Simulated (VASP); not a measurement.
A run of VASP 6.6.1 is set up as follows.

INCAR

```
PREC = Accurate ; ENCUT = 520
EDIFF = 1E-7 ; ISMEAR = 0
SIGMA = 0.15 ; LREAL = F
LASPH = T ; NELM = 100
ALGO = Fast ; ISIF = 2
LWAVE = F ; LCHARG = F
NBANDS = 10
```

KPOINTS

```
regular mesh
0
Gamma
  18 18 10
```

The input POSCAR:

```
Al
1.0
    2.8515000000      0.0000000000      0.0000000000
   -1.4257500000      2.4694714389      0.0000000000
    0.0000000000      0.0000000000      4.9674000000
Al
2
Direct
    0.6666666667      0.3333333333      0.7500000000
    0.3333333333      0.6666666667      0.2500000000
```

Potentials or basis: VASP PAW LDA potentials, release 64 (Al).

The run is started by

```console
$ cat potpaw_LDA.64/Al/POTCAR > POTCAR
$ mpirun -np 1 vasp_std > vasp.out
```

(1) What does it give for the band gap on the k mesh?

(2) Predict the pressure.

Answers

(1) zero (band 3 reaches 10.74 eV, above the bottom of band 4 at 4.16 eV).

(2) -5.8 GPa.
